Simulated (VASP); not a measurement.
# Nb2O (antifluorite type) (Fm-3m) in VASP: a series of runs

Runs on Nb2O (antifluorite type). Level: PBE. Tasks: single point.

Program: VASP 6.6.1. These are calculated values, not measurements. Logs are shortened: lines on timing, memory, paths and dates and some standing lists are left out, and cuts for length are marked.

### Step 1. The cell of the first run

The structure is cubic, space group Fm-3m (No. 225). The conventional cell has a = 5.536 Å, b = 5.536 Å, c = 5.536 Å, α = 90.00°, β = 90.00°, γ = 90.00°. Within 3.2 Å of Nb (site symmetry -43m) lie 4 O at 2.40 Å and 6 Nb at 2.77 Å. Within 3.2 Å of O (site symmetry m-3m) lie 8 Nb at 2.40 Å.

### Step 2. Single point, PBE

INCAR

```
SYSTEM = Nb2O
PREC = Accurate
ENCUT = 520
EDIFF = 1E-6
ISMEAR = -1
SIGMA = 0.06122561905347299
LREAL = .FALSE.
LASPH = .TRUE.
NELM = 100
ALGO = Normal
ISIF = 2
LWAVE = .FALSE.
LCHARG = .FALSE.
GGA = PE
NBANDS = 23
```

KPOINTS

```
regular mesh
0
G
  17 17 17
  0 0 0
```

POSCAR

```
Nb2O
1.0
    0.0000000000      2.7681396106      2.7681396106
    2.7681396106      0.0000000000      2.7681396106
    2.7681396106      2.7681396106      0.0000000000
Nb O
2 1
Direct
    0.2500000000      0.2500000000      0.2500000000
    0.7500000000      0.7500000000      0.7500000000
    0.0000000000      0.0000000000      0.0000000000
```

Potentials or basis: VASP PAW PBE potentials, release 64 (Nb_sv, O).

Run with:

```bash
cat potpaw_PBE.64/Nb_sv/POTCAR potpaw_PBE.64/O/POTCAR > POTCAR
mpirun -np 1 vasp_std > vasp.out
```

OUTCAR:

```text
SYSTEM = Nb2O
   PREC = Accurate
   ENCUT = 520
   EDIFF = 1E-6
   ISMEAR = -1
   LREAL = .FALSE.
   LASPH = .TRUE.
   NELM = 100
   ISIF = 2
   GGA = PE

 ion  position               nearest neighbor table
   1  0.250  0.250  0.250-   3 2.40   3 2.40   3 2.40   3 2.40   2 2.77   2 2.77   2 2.77   2 2.77
                             2 2.77   2 2.77
   2  0.750  0.750  0.750-   3 2.40   3 2.40   3 2.40   3 2.40   1 2.77   1 2.77   1 2.77   1 2.77
                             1 2.77   1 2.77
   3  0.000  0.000  0.000-   2 2.40   2 2.40   2 2.40   1 2.40   2 2.40   1 2.40   1 2.40   1 2.40

  LATTYP: Found a face centered cubic cell.
 ALAT       =     5.5362792212

  Lattice vectors:

 A1 = (   0.0000000000,   2.7681396106,   2.7681396106)
 A2 = (   2.7681396106,   0.0000000000,   2.7681396106)
 A3 = (   2.7681396106,   2.7681396106,   0.0000000000)

Analysis of symmetry for initial positions (statically):
=====================================================================
 Subroutine PRICEL returns:
 Original cell was already a primitive cell.

 Routine SETGRP: Setting up the symmetry group for a
 face centered cubic supercell.

 Subroutine GETGRP returns: Found 48 space group operations
 (whereof 48 operations were pure point group operations)
 out of a pool of 48 trial point group operations.

The static configuration has the point symmetry O_h .

Analysis of symmetry for dynamics (positions and initial velocities):
=====================================================================
 Subroutine PRICEL returns:
 Original cell was already a primitive cell.

 Routine SETGRP: Setting up the symmetry group for a
 face centered cubic supercell.

 Subroutine GETGRP returns: Found 48 space group operations
 (whereof 48 operations were pure point group operations)
 out of a pool of 48 trial point group operations.

The dynamic configuration has the point symmetry O_h .

 Subroutine INISYM returns: Found 48 space group operations
 (whereof 48 operations are pure point group operations),
 and found     1 'primitive' translations

----------------------------------------------------------------------------------------

                                     Primitive cell

  volume of cell :      42.4223

  direct lattice vectors                    reciprocal lattice vectors
     0.000000000  2.768139611  2.768139611    -0.180626728  0.180626728  0.180626728
[... 80 lines left out ...]
   ISTART =      0    job   : 0-new  1-cont  2-samecut
   ICHARG =      2    charge: 1-file 2-atom 10-const
   ISPIN  =      1    spin polarized calculation?
   LNONCOLLINEAR =      F non collinear calculations
   LSORBIT =      F    spin-orbit coupling
   LASPH  =      T    aspherical Exc in radial PAW
   ENCUT  =  520.0 eV  38.22 Ry    6.18 a.u.   7.28  7.28  7.28*2*pi/ulx,y,z
   NELM   =    100;   NELMIN=  2; NELMDL= -5     # of ELM steps
   EDIFF  = 0.1E-05   stopping-criterion for ELM
   LREAL  =      F    real-space projection
   EDIFFG = 0.1E-04   stopping-criterion for IOM
   NSW    =      0    number of steps for IOM
   IBRION =     -1    ionic relax: 0-MD 1-quasi-New 2-CG
   NFREE  =      0    steps in history (QN), initial steepest desc. (CG)
   ISIF   =      2    stress and relaxation
   ISYM   =      2    0-nonsym 1-usesym 2-fastsym
   POTIM  = 0.5000    time-step for ionic-motion
   TEBEG  =    0.0;   TEEND  =   0.0 temperature during run
   PSTRESS=    0.0 pullay stress
   NELECT =      32.0000    total number of electrons
   NUPDOWN=      -1.0000    fix difference up-down
   EMIN   =  10.00;   EMAX   =-10.00  energy-range for DOS
   EFERMI =   0.00;   METHOD = LEGACY
   ISMEAR =    -1;   SIGMA  =   0.06  broadening in eV -4-tet -1-fermi 0-gaus
   EFERMI_NEDOS =   21; number of points for ismear=-14 and -15
   IALGO  =     38    algorithm
   IMIX   =      4    mixing-type and parameters
     AMIX     =   0.40;   BMIX     =  1.00
     AMIX_MAG =   1.60;   BMIX_MAG =  1.00
  volume/ion in A,a.u.               =      14.14        95.43
  Fermi-wavevector in a.u.,A,eV,Ry     =   1.490254  2.816171 30.216576  2.220856
  Thomas-Fermi vector in A             =   2.603059
   LORBIT       =      0    0 simple, 1 ext, 2 COOP (PROOUT), +10 PAW based schemes
   GGA     = PE    functional components
   LHFCALC =     F    Hartree Fock is set to
   AEXX    =    0.0000 exact exchange contribution
   IVDW    =     0    specifies the selected vdW correction
   LEPSILON=     F    determine dielectric tensor
   LRPA    =     F    only Hartree local field effects (RPA)
 non-spin polarized calculation
  energy-cutoff  :      520.00
  volume of cell :       42.42
 maximum number of plane-waves:      1163
 NGX is ok and might be reduce to    30
   NGX = 15   NGY = 15   NGZ = 15

 number of electron      32.0000000 magnetization

 Free energy of the ion-electron system (eV)
  ---------------------------------------------------
  ext. energy  EPLUGINS =         0.00000000
  ---------------------------------------------------
  free energy    TOTEN  =       -25.61390772 eV

  energy without entropy =      -25.57504475  energy(sigma->0) =      -25.59447623

 E-fermi :  11.8679     XC(G=0): -12.4638

 val. band max:       11.8609327488   @ k =  -0.2353   0.1765   0.0000
 cond. band min:      11.8769060266   @ k =  -0.4706   0.4118   0.0000
 fundamental gap:      0.0159732778
 Fermi energy:        11.8679180215

 k-point     1 :       0.0000    0.0000    0.0000
  band No.  band energies     occupation
      1     -43.8661      2.00000
      2     -43.4097      2.00000
      3     -20.2000      2.00000
      4     -20.2000      2.00000
      5     -20.2000      2.00000
      6     -19.2983      2.00000
[... 613 lines left out ...]
     22      16.0653      0.00000
     23      16.8110      0.00000

 [... further k-points ...]
[... 5 lines left out ...]
  --------------------------------------------------------------------------------------
  -------------------------------------------------------------------------------------
  Total        0.8062392      0.8062392      0.8062392     -0.0000000      0.0000000      0.0000000
  in kB       30.4495272     30.4495272     30.4495272     -0.0000000      0.0000000      0.0000000
  external PRESSURE =      30.4495272 kB  Pullay stress =       0.0000000 kB

 VOLUME and BASIS-vectors are now :
 -----------------------------------------------------------------------------
  energy-cutoff  :      520.00
  volume of cell :       42.42
      direct lattice vectors                 reciprocal lattice vectors
     0.000000000  2.768139611  2.768139611    -0.180626728  0.180626728  0.180626728
     2.768139611  0.000000000  2.768139611     0.180626728 -0.180626728  0.180626728
     2.768139611  2.768139611  0.000000000     0.180626728  0.180626728 -0.180626728

 POSITION                                       TOTAL-FORCE (eV/Angst)
 -----------------------------------------------------------------------------------
      1.38407      1.38407      1.38407        -0.000000     -0.000000     -0.000000
      4.15221      4.15221      4.15221         0.000000      0.000000      0.000000
      0.00000      0.00000      0.00000         0.000000     -0.000000      0.000000
 -----------------------------------------------------------------------------------
    total drift:                               -0.000000     -0.000000      0.000000

  FREE ENERGIE OF THE ION-ELECTRON SYSTEM (eV)
  ---------------------------------------------------
  free  energy   TOTEN  =       -25.6139077163 eV

  energy  without entropy=      -25.5750447524  energy(sigma->0) =      -25.59447623
```

OSZICAR:

```text
N       E                     dE             d eps       ncg     rms          rms(c)
DAV:   1     0.365360301736E+03    0.36536E+03   -0.17396E+04  7606   0.146E+03
DAV:   2     0.149843609277E+01   -0.36386E+03   -0.34552E+03  8745   0.560E+02
DAV:   3    -0.258066072296E+02   -0.27305E+02   -0.25562E+02 14065   0.116E+02
DAV:   4    -0.273197658344E+02   -0.15132E+01   -0.14737E+01 10778   0.230E+01
DAV:   5    -0.273741239737E+02   -0.54358E-01   -0.54003E-01 12915   0.450E+00    0.113E+01
DAV:   6    -0.259167229386E+02    0.14574E+01   -0.86229E+00  9550   0.219E+01    0.601E+00
DAV:   7    -0.256042550076E+02    0.31247E+00   -0.13576E+00 10080   0.778E+00    0.272E+00
DAV:   8    -0.256106780202E+02   -0.64230E-02   -0.27809E-01 11762   0.434E+00    0.827E-01
DAV:   9    -0.256130782415E+02   -0.24002E-02   -0.26389E-02 10360   0.117E+00    0.450E-01
DAV:  10    -0.256139587924E+02   -0.88055E-03   -0.66550E-03 11140   0.651E-01    0.644E-02
DAV:  11    -0.256139224788E+02    0.36314E-04   -0.57086E-04 11764   0.251E-01    0.527E-02
DAV:  12    -0.256139072679E+02    0.15211E-04   -0.63063E-05 11024   0.759E-02    0.707E-03
DAV:  13    -0.256139077163E+02   -0.44842E-06   -0.36721E-06  8286   0.184E-02
   1 F= -.25613908E+02 E0= -.25594476E+02  d E =-.388630E-01
```

Wall time 92 s (1 thread of Intel Xeon 6975P-C (Granite Rapids), shared host); peak memory 0.26 GiB.

What came out:

```yaml
Free_energy: -25.6139 eV
Pressure: 3.0 GPa
Band_gap_on_the_k_mesh: zero (band 16 reaches 12.40 eV, above the bottom of band 17 at 11.46 eV)
```

Levels at points of the mesh, in eV from the Fermi level:
```
           k point  band 13  band 14  band 15  band 16  band 17  band 18  band 19  band 20
(0.00, 0.00, 0.00)    -3.91    -3.91    -3.80     0.54     0.54     0.54     3.51     3.51
```

### Step 3. Single point, PBE

This run uses another cell than the first one, of 14.43 Å³/atom, 1.020 times its volume.

INCAR

```
SYSTEM = Nb2O
  PREC = Accurate
  ENCUT = 520
  EDIFF = 1E-6
  ISMEAR = -1
  SIGMA = 0.06122561905347299
  LREAL = .FALSE.
  LASPH = .TRUE.
  NELM = 60
  ALGO = Normal
  ISIF = 2
  LWAVE = .FALSE.
  LCHARG = .FALSE.
  GGA = PE
  NBANDS = 23
```

KPOINTS is that of step 2.

POSCAR

```
Nb2O
1.0
    0.0000000000      2.7868438240      2.7868438240
    2.7868438240      0.0000000000      2.7868438240
    2.7868438240      2.7868438240      0.0000000000
Nb O
2 1
Direct
    0.2500000000      0.2500000000      0.2500000000
    0.7500000000      0.7500000000      0.7500000000
    0.0000000000      0.0000000000      0.0000000000
```

Potentials or basis: VASP PAW PBE potentials, release 64 (Nb_sv, O).

Run with:

```bash
cat potpaw_PBE.64/Nb_sv/POTCAR potpaw_PBE.64/O/POTCAR > POTCAR
mpirun -np 1 vasp_std > vasp.out
```

Run time: 90 s. Hardware: 1 thread of Intel Xeon 6975P-C (Granite Rapids), shared host; peak memory 0.27 GiB.

The run converged. Its results:

- Free energy: -25.6220 eV
- Pressure: -0.4 GPa
- Band gap on the k mesh: zero (band 16 reaches 12.09 eV, above the bottom of band 17 at 11.18 eV)

Levels at points of the mesh, in eV from the Fermi level:
| k point | band 14 | band 15 | band 16 | band 17 | band 18 | band 19 |
| --- | --- | --- | --- | --- | --- | --- |
| (0.00, 0.00, 0.00) | -3.81 | -3.80 | 0.53 | 0.53 | 0.53 | 3.42 |

### Step 4. Single point, PBE

This run uses another cell than the first one, of 14.72 Å³/atom, 1.041 times its volume.

INCAR

```
SYSTEM = Nb2O
ALGO = Normal
EDIFF = 1E-7
ENCUT = 520
GGA = PE
ISIF = 2
ISMEAR = -1
LASPH = .TRUE.
LCHARG = .FALSE.
LREAL = .FALSE.
LWAVE = .FALSE.
NBANDS = 23
NELM = 60
PREC = Accurate
SIGMA = 0.06122561905347299
```

KPOINTS

```
k-points
0
G
  17 17 17
  0 0 0
```

POSCAR

```
Nb2O
1.0
    0.0000000000      2.8053002812      2.8053002812
    2.8053002812      0.0000000000      2.8053002812
    2.8053002812      2.8053002812      0.0000000000
Nb O
2 1
Direct
    0.2500000000      0.2500000000      0.2500000000
    0.7500000000      0.7500000000      0.7500000000
    0.0000000000      0.0000000000      0.0000000000
```

Run with:

```bash
cat potpaw_PBE.64/Nb_sv/POTCAR potpaw_PBE.64/O/POTCAR > POTCAR
mpirun -np 1 vasp_std > vasp.out
```

Run time: 1.7 min. Hardware: 1 thread of Intel Xeon 6975P-C (Granite Rapids), shared host; peak memory 0.27 GiB.

The run converged. Its results:

* Free energy: -25.6125 eV
* Pressure: -3.5 GPa
* Band gap on the k mesh: zero (band 16 reaches 11.79 eV, above the bottom of band 17 at 10.91 eV)

Levels at points of the mesh, in eV from the Fermi level:
```
           k point  band 12  band 13  band 14  band 15  band 16  band 17  band 18  band 19  band 20  band 21
(0.00, 0.00, 0.00)    -7.59    -3.79    -3.71    -3.71     0.52     0.52     0.52     3.34     3.34     3.34
```

### Step 5. Summary

```csv
cell,gap on the mesh (eV),pressure (GPa)
"a = 3.915 Å, angles 60.0°, 3 atoms",none,3.0
"a = 3.941 Å, angles 60.0°, 3 atoms",none,-0.4
"a = 3.967 Å, angles 60.0°, 3 atoms",none,-3.5
```

Alike in all rows: task single point; level PBE; potentials or basis VASP PAW PBE potentials, release 64 (Nb_sv, O); no spin polarisation; k mesh 17 × 17 × 17; cutoff (eV) 520; smearing fermi-dirac 0.0612256 eV.

Absolute energies hang on the potentials; compare differences alone.
